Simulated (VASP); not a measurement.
# MgO (rock salt) (Fm-3m) in VASP: notebook

MgO (rock salt) is run at these levels: r2SCAN; tasks: single point.

Everything below comes from runs of VASP 6.6.1. Logs are shortened: lines on timing, memory, paths and dates and some standing lists are left out, and cuts for length are marked.

## (1) The cell of the first run

Symmetry: Fm-3m, No. 225, cubic system. The conventional cell has a = 3.385 Å, b = 3.385 Å, c = 3.385 Å, α = 90.00°, β = 90.00°, γ = 90.00°. Mg (site symmetry m-3m) has 6 O at 1.69 Å within 2.3 Å. Within 2.3 Å of O (site symmetry m-3m) lie 6 Mg at 1.69 Å.

## (2) Single point, r2SCAN (volume scaled by 0.52)

Contents of POSCAR:

```
MgO
1.0
    0.0000000000      1.6927255444      1.6927255444
    1.6927255444      0.0000000000      1.6927255444
    1.6927255444      1.6927255444      0.0000000000
Mg O
1 1
Direct
    0.0000000000      0.0000000000      0.0000000000
    0.5000000000      0.5000000000      0.5000000000
```

Contents of INCAR.step1:

```
ALGO = Normal
EDIFF = 1E-5
ENCUT = 660
GGA = PE
GGA_COMPAT = False
ISMEAR = 0
LASPH = True
LCHARG = False
LREAL = False
LWAVE = True
NBANDS = 11
NELM = 120
PREC = Accurate
SIGMA = 0.01
```

Contents of INCAR.step2:

```
ALGO = Normal
EDIFF = 1E-6
ENCUT = 660
GGA_COMPAT = False
ISIF = 2
ISMEAR = 0
ISTART = 1
LASPH = True
LCHARG = True
LELF = True
LMIXTAU = True
LREAL = False
LVHAR = True
LWAVE = False
METAGGA = R2SCAN
NBANDS = 11
NELM = 120
PREC = Accurate
SIGMA = 0.01
```

Contents of KPOINTS:

```
k-points
0
Gamma
  10 10 10
```

Potentials or basis: VASP PAW PBE potentials, release 64 (Mg, O).

The run is started by

```
cat potpaw_PBE.64/Mg/POTCAR potpaw_PBE.64/O/POTCAR > POTCAR
cp INCAR.step1 INCAR
mpirun -np 1 vasp_std > vasp.out
cp INCAR.step2 INCAR
mpirun -np 1 vasp_std > vasp.out
```

OUTCAR:

```text
EDIFF = 1E-6
   ENCUT = 660
   ISIF = 2
   ISMEAR = 0
   ISTART = 1
   LASPH = True
   LREAL = False
   METAGGA = R2SCAN
   NELM = 120
   PREC = Accurate

 ion  position               nearest neighbor table
   1  0.000  0.000  0.000-   2 1.69   2 1.69   2 1.69   2 1.69   2 1.69   2 1.69
   2  0.500  0.500  0.500-   1 1.69   1 1.69   1 1.69   1 1.69   1 1.69   1 1.69

  LATTYP: Found a face centered cubic cell.
 ALAT       =     3.3854510888

  Lattice vectors:

 A1 = (   0.0000000000,   1.6927255444,   1.6927255444)
 A2 = (   1.6927255444,   0.0000000000,   1.6927255444)
 A3 = (   1.6927255444,   1.6927255444,   0.0000000000)

Analysis of symmetry for initial positions (statically):
=====================================================================
 Subroutine PRICEL returns:
 Original cell was already a primitive cell.

 Routine SETGRP: Setting up the symmetry group for a
 face centered cubic supercell.

 Subroutine GETGRP returns: Found 48 space group operations
 (whereof 48 operations were pure point group operations)
 out of a pool of 48 trial point group operations.

The static configuration has the point symmetry O_h .

Analysis of symmetry for dynamics (positions and initial velocities):
=====================================================================
 Subroutine PRICEL returns:
 Original cell was already a primitive cell.

 Routine SETGRP: Setting up the symmetry group for a
 face centered cubic supercell.

 Subroutine GETGRP returns: Found 48 space group operations
 (whereof 48 operations were pure point group operations)
 out of a pool of 48 trial point group operations.

The dynamic configuration has the point symmetry O_h .

 Subroutine INISYM returns: Found 48 space group operations
 (whereof 48 operations are pure point group operations),
 and found     1 'primitive' translations

----------------------------------------------------------------------------------------

                                     Primitive cell

  volume of cell :       9.7004

  direct lattice vectors                    reciprocal lattice vectors
     0.000000000  1.692725544  1.692725544    -0.295381612  0.295381612  0.295381612
     1.692725544  0.000000000  1.692725544     0.295381612 -0.295381612  0.295381612
     1.692725544  1.692725544  0.000000000     0.295381612  0.295381612 -0.295381612

  length of vectors
     2.393875422  2.393875422  2.393875422     0.511615960  0.511615960  0.511615960

  position of ions in fractional coordinates (direct lattice)
     0.000000000  0.000000000  0.000000000
     0.500000000  0.500000000  0.500000000

  ion indices of the primitive-cell ions
   primitive index   ion index
                 1           1
                 2           2

----------------------------------------------------------------------------------------

 KPOINTS: k-points

Automatic generation of k-mesh.
 Grid dimensions read from file:
 generate k-points for:   10   10   10

 Generating k-lattice:

  Cartesian coordinates                     Fractional coordinates (reciprocal lattice)
    -0.029538161  0.029538161  0.029538161     0.100000000  0.000000000  0.000000000
     0.029538161 -0.029538161  0.029538161     0.000000000  0.100000000  0.000000000
     0.029538161  0.029538161 -0.029538161     0.000000000  0.000000000  0.100000000

  Length of vectors
     0.051161596  0.051161596  0.051161596

  Shift w.r.t. Gamma in fractional coordinates (k-lattice)
     0.000000000  0.000000000  0.000000000

 Subroutine IBZKPT returns following result:
 ===========================================

 Found     47 irreducible k-points:

 Following reciprocal coordinates:
            Coordinates               Weight
  0.000000  0.000000  0.000000      1.000000
  0.100000  0.000000  0.000000      8.000000
  0.200000  0.000000  0.000000      8.000000
  0.300000  0.000000  0.000000      8.000000
  0.400000  0.000000  0.000000      8.000000
  0.500000  0.000000  0.000000      4.000000
[... 16 lines left out ...]
  0.300000  0.300000  0.000000      6.000000
  0.400000  0.300000  0.000000     24.000000
 [... further k-points ...]
   k-points           NKPTS =     47   k-points in BZ     NKDIM =     47   number of bands    NBANDS=     11
   number of dos      NEDOS =    301   number of ions     NIONS =      2
   total plane-waves  NPLWV =   8000
   dimension x,y,z NGX =    20 NGY =   20 NGZ =   20
   dimension x,y,z NGXF=    40 NGYF=   40 NGZF=   40
   ions per type =               1   1
   NGX,Y,Z   is equivalent  to a cutoff of  13.89, 13.89, 13.89 a.u.
   NGXF,Y,Z  is equivalent  to a cutoff of  27.78, 27.78, 27.78 a.u.
 SYSTEM =  unknown system
   PREC   = accura    normal or accurate (medium, high low for compatibility)
   ISTART =      1    job   : 0-new  1-cont  2-samecut
   ICHARG =      0    charge: 1-file 2-atom 10-const
   ISPIN  =      1    spin polarized calculation?
   LNONCOLLINEAR =      F non collinear calculations
   LSORBIT =      F    spin-orbit coupling
   LASPH  =      T    aspherical Exc in radial PAW
   ENCUT  =  660.0 eV  48.51 Ry    6.96 a.u.   5.01  5.01  5.01*2*pi/ulx,y,z
   NELM   =    120;   NELMIN=  2; NELMDL=  0     # of ELM steps
   EDIFF  = 0.1E-05   stopping-criterion for ELM
   LREAL  =      F    real-space projection
   EDIFFG = 0.1E-04   stopping-criterion for IOM
   NSW    =      0    number of steps for IOM
   IBRION =     -1    ionic relax: 0-MD 1-quasi-New 2-CG
   NFREE  =      0    steps in history (QN), initial steepest desc. (CG)
   ISIF   =      2    stress and relaxation
   ISYM   =      2    0-nonsym 1-usesym 2-fastsym
   POTIM  = 0.5000    time-step for ionic-motion
   TEBEG  =    0.0;   TEEND  =   0.0 temperature during run
   PSTRESS=    0.0 pullay stress
   NELECT =       8.0000    total number of electrons
   NUPDOWN=      -1.0000    fix difference up-down
   EMIN   =  10.00;   EMAX   =-10.00  energy-range for DOS
   EFERMI =   0.00;   METHOD = LEGACY
   ISMEAR =     0;   SIGMA  =   0.01  broadening in eV -4-tet -1-fermi 0-gaus
   EFERMI_NEDOS =   21; number of points for ismear=-14 and -15
   IALGO  =     38    algorithm
   IMIX   =      4    mixing-type and parameters
     AMIX     =   0.40;   BMIX     =  1.00
     AMIX_MAG =   1.60;   BMIX_MAG =  1.00
  volume/ion in A,a.u.               =       4.85        32.73
  Fermi-wavevector in a.u.,A,eV,Ry     =   1.535235  2.901174 32.068216  2.356947
  Thomas-Fermi vector in A             =   2.642052
   LORBIT       =      0    0 simple, 1 ext, 2 COOP (PROOUT), +10 PAW based schemes
   METAGGA = R2SCAN    functional components
   LHFCALC =     F    Hartree Fock is set to
   AEXX    =    0.0000 exact exchange contribution
   IVDW    =     0    specifies the selected vdW correction
   LEPSILON=     F    determine dielectric tensor
   LRPA    =     F    only Hartree local field effects (RPA)
 non-spin polarized calculation
 Gauss-broadening in eV      SIGMA  =   0.01
  energy-cutoff  :      660.00
  volume of cell :        9.70
 maximum number of plane-waves:       388
   NGX =  9   NGY =  9   NGZ =  9

 number of electron       7.9999998 magnetization

 Free energy of the ion-electron system (eV)
  ---------------------------------------------------
  ext. energy  EPLUGINS =         0.00000000
  ---------------------------------------------------
  free energy    TOTEN  =        -9.55906026 eV

  energy without entropy =       -9.55906026  energy(sigma->0) =       -9.55906026

 E-fermi :   9.8834     XC(G=0): -15.4124

 val. band max:        9.8150382353   @ k =   0.0000   0.0000   0.0000
 cond. band min:      19.5873692660   @ k =   0.5000   0.5000   0.0000
 fundamental gap:      9.7723310306
 Fermi energy:         9.8833936050

 k-point     1 :       0.0000    0.0000    0.0000
  band No.  band energies     occupation
      1     -13.1171      2.00000
      2       9.8150      2.00000
      3       9.8150      2.00000
      4       9.8150      2.00000
      5      25.2778      0.00000
      6      30.1324      0.00000
      7      30.1324      0.00000
      8      30.1324      0.00000
      9      36.5876      0.00000
     10      39.3421      0.00000
     11      39.3422      0.00000

 k-point     2 :       0.1000    0.0000    0.0000
  band No.  band energies     occupation
      1     -12.8422      2.00000
      2       8.9269      2.00000
      3       9.5961      2.00000
      4       9.5961      2.00000
      5      25.7655      0.00000
      6      28.7056      0.00000
      7      30.6814      0.00000
      8      30.6814      0.00000
      9      39.3800      0.00000
     10      39.3801      0.00000
     11      39.5095      0.00000

 k-point     3 :       0.2000    0.0000    0.0000
  band No.  band energies     occupation
      1     -12.0637      2.00000
      2       6.7684      2.00000
      3       9.0572      2.00000
      4       9.0572      2.00000
      5      25.5263      0.00000
      6      28.5896      0.00000
      7      32.1192      0.00000
      8      32.1192      0.00000
      9      39.6461      0.00000
     10      39.6461      0.00000
     11      44.7225      0.00000

 k-point     4 :       0.3000    0.0000    0.0000
  band No.  band energies     occupation
      1     -10.9384      2.00000
      2       4.2378      2.00000
      3       8.4450      2.00000
      4       8.4450      2.00000
      5      24.4676      0.00000
      6      30.3263      0.00000
      7      33.8180      0.00000
      8      33.8180      0.00000
      9      40.5568      0.00000
     10      40.5569      0.00000
     11      47.0563      0.00000
[... 239 lines left out ...]
 k-point    22 :      -0.2000    0.2000    0.0000
  band No.  band energies     occupation
      1     -10.6528      2.00000
      2       4.5855      2.00000
      3       7.0318      2.00000
      4       8.3181      2.00000
      5      26.3588      0.00000
      6      27.8911      0.00000
      7      34.4303      0.00000
      8      35.0814      0.00000
      9      38.9305      0.00000
     10      41.7306      0.00000
     11      50.6563      0.00000

 k-point    23 :       0.3000    0.3000    0.0000
  band No.  band energies     occupation
      1     -10.5627      2.00000
      2       4.3180      2.00000
      3       8.0025      2.00000
      4       8.0025      2.00000
      5      21.6737      0.00000
      6      29.5267      0.00000
      7      34.9247      0.00000
      8      38.2842      0.00000
      9      38.2842      0.00000
     10      43.6259      0.00000
     11      54.6143      0.00000

 k-point    24 :       0.4000    0.3000    0.0000
  band No.  band energies     occupation
      1      -9.8968      2.00000
      2       3.4674      2.00000
      3       7.2497      2.00000
      4       7.7013      2.00000
      5      21.5133      0.00000
      6      30.3262      0.00000
      7      33.8331      0.00000
      8      39.7092      0.00000
      9      40.2605      0.00000
     10      45.4874      0.00000
     11      54.1907      0.00000

 [... further k-points ...]
[... 5 lines left out ...]
  --------------------------------------------------------------------------------------
  -------------------------------------------------------------------------------------
  Total       25.6300168     25.6300168     25.6300168      0.0000000      0.0000000      0.0000000
  in kB     4233.2101873   4233.2101873   4233.2101873      0.0000000      0.0000000      0.0000000
  external PRESSURE =    4233.2101873 kB  Pullay stress =       0.0000000 kB

 VOLUME and BASIS-vectors are now :
 -----------------------------------------------------------------------------
  energy-cutoff  :      660.00
  volume of cell :        9.70
      direct lattice vectors                 reciprocal lattice vectors
     0.000000000  1.692725544  1.692725544    -0.295381612  0.295381612  0.295381612
     1.692725544  0.000000000  1.692725544     0.295381612 -0.295381612  0.295381612
     1.692725544  1.692725544  0.000000000     0.295381612  0.295381612 -0.295381612

 POSITION                                       TOTAL-FORCE (eV/Angst)
 -----------------------------------------------------------------------------------
      0.00000      0.00000      0.00000         0.000000     -0.000000     -0.000000
      1.69273      1.69273      1.69273        -0.000000      0.000000      0.000000
 -----------------------------------------------------------------------------------
    total drift:                                0.000000      0.000000      0.000000

  FREE ENERGIE OF THE ION-ELECTRON SYSTEM (eV)
  ---------------------------------------------------
  free  energy   TOTEN  =        -9.5590602621 eV

  energy  without entropy=       -9.5590602621  energy(sigma->0) =       -9.55906026
```

It took 17 s on 1 thread of Intel Xeon Platinum 8488C (Sapphire Rapids), shared host; peak memory 0.13 GiB.

What came out:

```yaml
Free_energy: -9.5591 eV
Pressure: 423.3 GPa
Band_gap_on_the_k_mesh: 9.77 eV, indirect (least direct gap 12.24 eV)
```

Levels at points of the mesh, in eV from the valence-band top:
| k point | band 1 | band 2 | band 3 | band 4 | band 5 | band 6 | band 7 | band 8 |
| --- | --- | --- | --- | --- | --- | --- | --- | --- |
| (0.00, 0.00, 0.00) | -22.93 | 0.00 | 0.00 | 0.00 | 15.46 | 20.32 | 20.32 | 20.32 |
| (0.50, 0.00, 0.00) | -19.10 | -8.54 | -2.00 | -2.00 | 13.90 | 22.57 | 25.49 | 25.49 |
| (0.50, 0.50, 0.00) | -19.00 | -7.35 | -2.47 | -2.47 | 9.77 | 20.90 | 23.51 | 33.63 |

Caveat: the PAW data sets were made with another functional, which shifts forces and pressure a little. A k mesh can miss the band edges.

(Part 1 of 2 ends here.)
